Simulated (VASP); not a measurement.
# GaN (NiAs type) (P6_3/mmc) in VASP: settings compared

The runs below take GaN (NiAs type) through electric field gradients, with LDA, r2SCAN.

All numbers are computed with VASP 6.6.1; they aren't measurements. Logs are shortened: lines on timing, memory, paths and dates and some standing lists are left out, and cuts for length are marked.

### 1 The cell of the first run

The structure is hexagonal, space group P6_3/mmc (No. 194). The conventional cell has a = 2.967 Å, b = 2.967 Å, c = 5.033 Å, α = 90.00°, β = 90.00°, γ = 120.00°. Within 2.8 Å of Ga (site symmetry -3m) lie 6 N at 2.13 Å and 2 Ga at 2.52 Å. Within 2.8 Å of N (site symmetry -6m2) lie 6 Ga at 2.13 Å.

### 2 Electric field gradients, LDA

The input, INCAR:

```
SYSTEM = GaN
ALGO = Normal ; EDIFF = 1E-8
ENCUT = 520 ; ISIF = 2
ISMEAR = -1 ; LASPH = .TRUE.
LCHARG = .FALSE. ; LEFG = .TRUE.
LREAL = .FALSE. ; LWAVE = .FALSE.
NBANDS = 26 ; NELM = 80
PREC = Accurate ; SIGMA = 0.08
```

The input, KPOINTS:

```
k-points
0
G
  12 12 7
  0 0 0
```

The input, POSCAR:

```
GaN
1.0
    2.9674563568      0.0000000000      0.0000000000
   -1.4837281784      2.5698925896      0.0000000000
    0.0000000000      0.0000000000      5.0327427812
Ga N
2 2
Direct
    0.0000000000      0.0000000000      0.0000000000
    0.0000000000      0.0000000000      0.5000000000
    0.3333333333      0.6666666667      0.2500000000
    0.6666666667      0.3333333333      0.7500000000
```

Potentials or basis: VASP PAW LDA potentials, release 64 (Ga_d, N).

On the command line:

```sh
cat potpaw_LDA.64/Ga_d/POTCAR potpaw_LDA.64/N/POTCAR > POTCAR
mpirun -np 1 vasp_std > vasp.out
```

OUTCAR:

```text
SYSTEM = GaN
   EDIFF = 1E-8
   ENCUT = 520
   ISIF = 2
   ISMEAR = -1
   LASPH = .TRUE.
   LREAL = .FALSE.
   NELM = 80
   PREC = Accurate

 ion  position               nearest neighbor table
   1  0.000  0.000  0.000-   3 2.13   4 2.13   3 2.13   4 2.13   4 2.13   3 2.13   2 2.52   2 2.52

   2  0.000  0.000  0.500-   3 2.13   4 2.13   3 2.13   4 2.13   4 2.13   3 2.13   1 2.52   1 2.52

   3  0.333  0.667  0.250-   1 2.13   2 2.13   1 2.13   2 2.13   1 2.13   2 2.13
   4  0.667  0.333  0.750-   1 2.13   2 2.13   1 2.13   2 2.13   1 2.13   2 2.13

  LATTYP: Found a hexagonal cell.
 ALAT       =     2.9674563568
 C/A-ratio  =     1.6959787023

  Lattice vectors:

 A1 = (   2.9674563568,   0.0000000000,   0.0000000000)
 A2 = (  -1.4837281784,   2.5698925896,   0.0000000000)
 A3 = (   0.0000000000,   0.0000000000,   5.0327427812)

Analysis of symmetry for initial positions (statically):
=====================================================================
 Subroutine PRICEL returns:
 Original cell was already a primitive cell.

 Routine SETGRP: Setting up the symmetry group for a
 hexagonal supercell.

 Subroutine GETGRP returns: Found 24 space group operations
 (whereof 12 operations were pure point group operations)
 out of a pool of 24 trial point group operations.

The static configuration has the point symmetry D_3d.
 The point group associated with its full space group is D_6h.

Analysis of symmetry for dynamics (positions and initial velocities):
=====================================================================
 Subroutine PRICEL returns:
 Original cell was already a primitive cell.

 Routine SETGRP: Setting up the symmetry group for a
 hexagonal supercell.

 Subroutine GETGRP returns: Found 24 space group operations
 (whereof 12 operations were pure point group operations)
 out of a pool of 24 trial point group operations.

The dynamic configuration has the point symmetry D_3d.
 The point group associated with its full space group is D_6h.

 Subroutine INISYM returns: Found 24 space group operations
 (whereof 12 operations are pure point group operations),
 and found     1 'primitive' translations

----------------------------------------------------------------------------------------

                                     Primitive cell

  volume of cell :      38.3799

  direct lattice vectors                    reciprocal lattice vectors
     2.967456357  0.000000000  0.000000000     0.336988949  0.194560661  0.000000000
    -1.483728178  2.569892590  0.000000000     0.000000000  0.389121321  0.000000000
     0.000000000  0.000000000  5.032742781     0.000000000  0.000000000  0.198698810

  length of vectors
     2.967456357  2.967456357  5.032742781     0.389121321  0.389121321  0.198698810

  position of ions in fractional coordinates (direct lattice)
     0.000000000  0.000000000  0.000000000
     0.000000000  0.000000000  0.500000000
     0.333333333  0.666666667  0.250000000
     0.666666667  0.333333333  0.750000000

  ion indices of the primitive-cell ions
   primitive index   ion index
                 1           1
                 2           2
                 3           3
                 4           4

----------------------------------------------------------------------------------------

 KPOINTS: k-points

Automatic generation of k-mesh.
 Grid dimensions read from file:
 generate k-points for:   12   12    7

 Generating k-lattice:

  Cartesian coordinates                     Fractional coordinates (reciprocal lattice)
     0.028082412  0.016213388  0.000000000     0.083333333  0.000000000  0.000000000
     0.000000000  0.032426777  0.000000000     0.000000000  0.083333333  0.000000000
     0.000000000  0.000000000  0.028385544     0.000000000  0.000000000  0.142857143

  Length of vectors
     0.032426777  0.032426777  0.028385544

[... 40 lines left out ...]
   ions per type =               2   2
   NGX,Y,Z   is equivalent  to a cutoff of  13.45, 13.45, 13.21 a.u.
   NGXF,Y,Z  is equivalent  to a cutoff of  26.89, 26.89, 26.43 a.u.
 SYSTEM =  GaN
   PREC   = accura    normal or accurate (medium, high low for compatibility)
   ISTART =      0    job   : 0-new  1-cont  2-samecut
   ICHARG =      2    charge: 1-file 2-atom 10-const
   ISPIN  =      1    spin polarized calculation?
   LNONCOLLINEAR =      F non collinear calculations
   LSORBIT =      F    spin-orbit coupling
   LASPH  =      T    aspherical Exc in radial PAW
   ENCUT  =  520.0 eV  38.22 Ry    6.18 a.u.   5.52  5.52  9.36*2*pi/ulx,y,z
   NELM   =     80;   NELMIN=  2; NELMDL= -5     # of ELM steps
   EDIFF  = 0.1E-07   stopping-criterion for ELM
   LREAL  =      F    real-space projection
   EDIFFG = 0.1E-06   stopping-criterion for IOM
   NSW    =      0    number of steps for IOM
   IBRION =     -1    ionic relax: 0-MD 1-quasi-New 2-CG
   NFREE  =      0    steps in history (QN), initial steepest desc. (CG)
   ISIF   =      2    stress and relaxation
   ISYM   =      2    0-nonsym 1-usesym 2-fastsym
   POTIM  = 0.5000    time-step for ionic-motion
   TEBEG  =    0.0;   TEEND  =   0.0 temperature during run
   PSTRESS=    0.0 pullay stress
   NELECT =      36.0000    total number of electrons
   NUPDOWN=      -1.0000    fix difference up-down
   EMIN   =  10.00;   EMAX   =-10.00  energy-range for DOS
   EFERMI =   0.00;   METHOD = LEGACY
   ISMEAR =    -1;   SIGMA  =   0.08  broadening in eV -4-tet -1-fermi 0-gaus
   EFERMI_NEDOS =   21; number of points for ismear=-14 and -15
   IALGO  =     38    algorithm
   IMIX   =      4    mixing-type and parameters
     AMIX     =   0.40;   BMIX     =  1.00
     AMIX_MAG =   1.60;   BMIX_MAG =  1.00
  volume/ion in A,a.u.               =       9.59        64.75
  Fermi-wavevector in a.u.,A,eV,Ry     =   1.602535  3.028353 34.941393  2.568120
  Thomas-Fermi vector in A             =   2.699341
   LORBIT       =      0    0 simple, 1 ext, 2 COOP (PROOUT), +10 PAW based schemes
   GGA     = CA    functional components
   LHFCALC =     F    Hartree Fock is set to
   AEXX    =    0.0000 exact exchange contribution
   IVDW    =     0    specifies the selected vdW correction
   LEPSILON=     F    determine dielectric tensor
   LRPA    =     F    only Hartree local field effects (RPA)
 non-spin polarized calculation
  energy-cutoff  :      520.00
  volume of cell :       38.38
 maximum number of plane-waves:      1062
 NGX is ok and might be reduce to    24
   NGX = 11   NGY = 11   NGZ = 19

 number of electron      36.0000032 magnetization

 Free energy of the ion-electron system (eV)
  ---------------------------------------------------
  ext. energy  EPLUGINS =         0.00000000
  ---------------------------------------------------
  free energy    TOTEN  =       -25.58795572 eV

  energy without entropy =      -25.58793257  energy(sigma->0) =      -25.58794415

 E-fermi :   8.2222     XC(G=0): -13.3565

 val. band max:        7.5688837495   @ k =   0.1667   0.0000   0.0000
 cond. band min:       8.6591448158   @ k =   0.3333   0.3333   0.0000
 fundamental gap:      1.0902610663
 Fermi energy:         8.2221908531

 k-point     1 :       0.0000    0.0000    0.0000
  band No.  band energies     occupation
      1      -9.6431      2.00000
      2      -7.1673      2.00000
      3      -6.9091      2.00000
      4      -6.9091      2.00000
      5      -6.7420      2.00000
      6      -6.7420      2.00000
[... 685 lines left out ...]
     25      18.1221      0.00000
     26      20.6121      0.00000

 [... further k-points ...]

------------------------ aborting loop because EDIFF is reached ----------------------------------------

  FORCE on cell =-STRESS in cart. coord.  units (eV):
  Direction    XX          YY          ZZ          XY          YZ          ZX
  --------------------------------------------------------------------------------------
  -------------------------------------------------------------------------------------
  Total       -1.0228963     -1.0228963     -1.1592412      0.0000000      0.0000000     -0.0000000
  in kB      -42.7010107    -42.7010107    -48.3927550      0.0000000      0.0000000     -0.0000000
  external PRESSURE =     -44.5982588 kB  Pullay stress =       0.0000000 kB

 VOLUME and BASIS-vectors are now :
 -----------------------------------------------------------------------------
  energy-cutoff  :      520.00
  volume of cell :       38.38
      direct lattice vectors                 reciprocal lattice vectors
     2.967456357  0.000000000  0.000000000     0.336988949  0.194560661  0.000000000
    -1.483728178  2.569892590  0.000000000     0.000000000  0.389121321  0.000000000
     0.000000000  0.000000000  5.032742781     0.000000000  0.000000000  0.198698810

 POSITION                                       TOTAL-FORCE (eV/Angst)
 -----------------------------------------------------------------------------------
      0.00000      0.00000      0.00000         0.000000      0.000000      0.000000
      0.00000      0.00000      2.51637         0.000000      0.000000      0.000000
     -0.00000      1.71326      1.25819        -0.000000      0.000000     -0.000000
      1.48373      0.85663      3.77456         0.000000     -0.000000      0.000000
 -----------------------------------------------------------------------------------
    total drift:                               -0.000000      0.000000      0.000000

  FREE ENERGIE OF THE ION-ELECTRON SYSTEM (eV)
  ---------------------------------------------------
  free  energy   TOTEN  =       -25.5879557168 eV

  energy  without entropy=      -25.5879325739  energy(sigma->0) =      -25.58794415

 Electric field gradients (V/A^2)
---------------------------------------------------------------------
 ion       V_xx      V_yy      V_zz      V_xy      V_xz      V_yz
---------------------------------------------------------------------
   1       6.543     6.540   -13.082    -0.002     0.000    -0.000
   2       6.543     6.540   -13.082    -0.002    -0.000     0.000
   3      -6.341    -6.342    12.683    -0.000     0.000    -0.000
   4      -6.341    -6.342    12.683    -0.000     0.000     0.000
---------------------------------------------------------------------

 Electric field gradients after diagonalization (V/A^2)
 (convention: |V_zz| > |V_xx| > |V_yy|)
----------------------------------------------------------------------
 ion       V_xx      V_yy      V_zz     asymmetry (V_yy - V_xx)/ V_zz
----------------------------------------------------------------------
   1       6.544     6.538   -13.082       0.000
   2       6.544     6.538   -13.082       0.000
   3      -6.342    -6.341    12.683       0.000
   4      -6.342    -6.341    12.683       0.000
----------------------------------------------------------------------

           NMR quadrupolar parameters

 Cq : quadrupolar parameter    Cq=e*Q*V_zz/h
 eta: asymmetry parameters     (V_yy - V_xx)/ V_zz
 Q  : nuclear electric quadrupole moment in mb (millibarn)
----------------------------------------------------------------------
 ion       Cq(MHz)       eta       Q (mb)
----------------------------------------------------------------------
   1      -0.032       0.000       1.000
   2      -0.032       0.000       1.000
   3       0.031       0.000       1.000
   4       0.031       0.000       1.000
----------------------------------------------------------------------
```

Wall time 56 s (1 thread of Intel Xeon Platinum 8488C (Sapphire Rapids), shared host); peak memory 0.18 GiB.

Results:

```yaml
Free_energy: -25.5880 eV
Pressure: -4.5 GPa
Band_gap_on_the_k_mesh: 1.09 eV (least direct gap 1.83 eV)
Largest_electric_field_gradient_by_atom: Ga -13.1; N +12.7 V/Å²
```

Stress tensor (GPa, compression positive):
```
-4.27  0.00  0.00
 0.00 -4.27  0.00
 0.00  0.00 -4.84
```

Levels at points of the mesh, in eV from the valence-band top:
```tsv
k point	band 14	band 15	band 16	band 17	band 18	band 19	band 20	band 21	band 22	band 23
(0.00, 0.00, 0.00)	-0.94	-0.58	-0.58	-0.11	-0.11	1.72	4.57	9.09	10.24	10.24
(0.50, 0.00, 0.00)	-6.20	-5.09	-2.92	-2.91	-0.25	3.51	4.94	5.08	8.72	9.20
```

Electric field gradients, principal values (V/Å²):
```tsv
atom	least	middle	greatest (by size)
1 Ga	6.538	6.544	-13.082
2 Ga	6.538	6.544	-13.082
3 N	-6.341	-6.342	12.683
4 N	-6.341	-6.342	12.683
```

Caveat: the cell stands under tension; without QUAD_EFG the Cq values of the log hold for a quadrupole moment of 1 mb, not for the nuclei.

### 3 Electric field gradients, r2SCAN

POSCAR is that of step 2.

The input, INCAR.step1:

```
PREC = Accurate
ENCUT = 520
ISMEAR = -1
SIGMA = 0.08
LREAL = False
LASPH = True
NELM = 80
NBANDS = 26
GGA = PE
ALGO = Normal
EDIFF = 1E-4
LWAVE = True
LCHARG = False
```

The input, INCAR.step2:

```
PREC = Accurate
ENCUT = 520
EDIFF = 1E-8
ISMEAR = -1
SIGMA = 0.08
LREAL = False
LASPH = True
NELM = 80
ALGO = Normal
ISIF = 2
LWAVE = False
LCHARG = False
METAGGA = R2SCAN
LMIXTAU = True
LEFG = True
NBANDS = 26
ISTART = 1
```

The input, KPOINTS:

```
Automatic mesh
0
Gamma
  12 12 7
```

Potentials or basis: VASP PAW PBE potentials, release 64 (Ga_d, N).

On the command line:

```sh
cat potpaw_PBE.64/Ga_d/POTCAR potpaw_PBE.64/N/POTCAR > POTCAR
cp INCAR.step1 INCAR
mpirun -np 1 vasp_std > vasp.out
cp INCAR.step2 INCAR
mpirun -np 1 vasp_std > vasp.out
```

OUTCAR:

```text
PREC = Accurate
   ENCUT = 520
   EDIFF = 1E-8
   ISMEAR = -1
   LREAL = False
   LASPH = True
   NELM = 80
   ISIF = 2
   METAGGA = R2SCAN
   ISTART = 1

 ion  position               nearest neighbor table
   1  0.000  0.000  0.000-   3 2.13   4 2.13   3 2.13   4 2.13   4 2.13   3 2.13   2 2.52   2 2.52

   2  0.000  0.000  0.500-   3 2.13   4 2.13   3 2.13   4 2.13   4 2.13   3 2.13   1 2.52   1 2.52

   3  0.333  0.667  0.250-   1 2.13   2 2.13   1 2.13   2 2.13   1 2.13   2 2.13
   4  0.667  0.333  0.750-   1 2.13   2 2.13   1 2.13   2 2.13   1 2.13   2 2.13

  LATTYP: Found a hexagonal cell.
 ALAT       =     2.9674563568
 C/A-ratio  =     1.6959787023

  Lattice vectors:

 A1 = (   2.9674563568,   0.0000000000,   0.0000000000)
 A2 = (  -1.4837281784,   2.5698925896,   0.0000000000)
 A3 = (   0.0000000000,   0.0000000000,   5.0327427812)

Analysis of symmetry for initial positions (statically):
=====================================================================
 Subroutine PRICEL returns:
 Original cell was already a primitive cell.

 Routine SETGRP: Setting up the symmetry group for a
 hexagonal supercell.

 Subroutine GETGRP returns: Found 24 space group operations
 (whereof 12 operations were pure point group operations)
 out of a pool of 24 trial point group operations.

The static configuration has the point symmetry D_3d.
 The point group associated with its full space group is D_6h.

Analysis of symmetry for dynamics (positions and initial velocities):
[... 870 lines left out ...]

  FORCE on cell =-STRESS in cart. coord.  units (eV):
  Direction    XX          YY          ZZ          XY          YZ          ZX
  --------------------------------------------------------------------------------------
  -------------------------------------------------------------------------------------
  Total        0.2629849      0.2629849      0.2941951      0.0000000     -0.0000000      0.0000000
  in kB       10.9783557     10.9783557     12.2812346      0.0000000     -0.0000000      0.0000000
  external PRESSURE =      11.4126487 kB  Pullay stress =       0.0000000 kB

 VOLUME and BASIS-vectors are now :
 -----------------------------------------------------------------------------
  energy-cutoff  :      520.00
  volume of cell :       38.38
      direct lattice vectors                 reciprocal lattice vectors
     2.967456357  0.000000000  0.000000000     0.336988949  0.194560661  0.000000000
    -1.483728178  2.569892590  0.000000000     0.000000000  0.389121321  0.000000000
     0.000000000  0.000000000  5.032742781     0.000000000  0.000000000  0.198698810

 POSITION                                       TOTAL-FORCE (eV/Angst)
 -----------------------------------------------------------------------------------
      0.00000      0.00000      0.00000        -0.000000      0.000000      0.000000
      0.00000      0.00000      2.51637        -0.000000      0.000000      0.000000
     -0.00000      1.71326      1.25819        -0.000000      0.000000      0.000000
      1.48373      0.85663      3.77456         0.000000     -0.000000      0.000000
 -----------------------------------------------------------------------------------
    total drift:                               -0.000000      0.000000      0.000000

  FREE ENERGIE OF THE ION-ELECTRON SYSTEM (eV)
  ---------------------------------------------------
  free  energy   TOTEN  =       -41.3694088086 eV

  energy  without entropy=      -41.3694085407  energy(sigma->0) =      -41.36940867

 Electric field gradients (V/A^2)
---------------------------------------------------------------------
 ion       V_xx      V_yy      V_zz      V_xy      V_xz      V_yz
---------------------------------------------------------------------
   1       7.474     7.472   -14.946    -0.002    -0.000     0.000
   2       7.474     7.472   -14.946    -0.002     0.000    -0.000
   3      -5.899    -5.898    11.797     0.001     0.000     0.000
   4      -5.899    -5.898    11.797     0.001     0.000     0.000
---------------------------------------------------------------------

 Electric field gradients after diagonalization (V/A^2)
 (convention: |V_zz| > |V_xx| > |V_yy|)
----------------------------------------------------------------------
 ion       V_xx      V_yy      V_zz     asymmetry (V_yy - V_xx)/ V_zz
----------------------------------------------------------------------
   1       7.476     7.470   -14.946       0.000
   2       7.476     7.470   -14.946       0.000
   3      -5.900    -5.897    11.797       0.000
   4      -5.900    -5.897    11.797       0.000
----------------------------------------------------------------------

           NMR quadrupolar parameters

 Cq : quadrupolar parameter    Cq=e*Q*V_zz/h
 eta: asymmetry parameters     (V_yy - V_xx)/ V_zz
 Q  : nuclear electric quadrupole moment in mb (millibarn)
----------------------------------------------------------------------
 ion       Cq(MHz)       eta       Q (mb)
----------------------------------------------------------------------
   1      -0.036       0.000       1.000
   2      -0.036       0.000       1.000
   3       0.029       0.000       1.000
   4       0.029       0.000       1.000
----------------------------------------------------------------------
```

It took 3.9 min on 1 thread of Intel Xeon Platinum 8488C (Sapphire Rapids), shared host; peak memory 0.21 GiB.

Results:

| Quantity | Value |
| --- | --- |
| Free energy | -41.3694 eV |
| Pressure | 1.1 GPa |
| Band gap on the k mesh | 1.88 eV (least direct gap 2.27 eV) |
| Largest electric field gradient by atom | Ga -14.9; N +11.8 V/Å² |

Electric field gradients, principal values (V/Å²):
| atom | least | middle | greatest (by size) |
| --- | --- | --- | --- |
| 1 Ga | 7.470 | 7.476 | -14.946 |
| 2 Ga | 7.470 | 7.476 | -14.946 |
| 3 N | -5.897 | -5.900 | 11.797 |
| 4 N | -5.897 | -5.900 | 11.797 |

Caveat: without QUAD_EFG the Cq values of the log hold for a quadrupole moment of 1 mb, not for the nuclei; the PAW data sets were made with another functional, which shifts forces and pressure a little. A k mesh can miss the band edges.

(Part 1 of 2 ends here.)
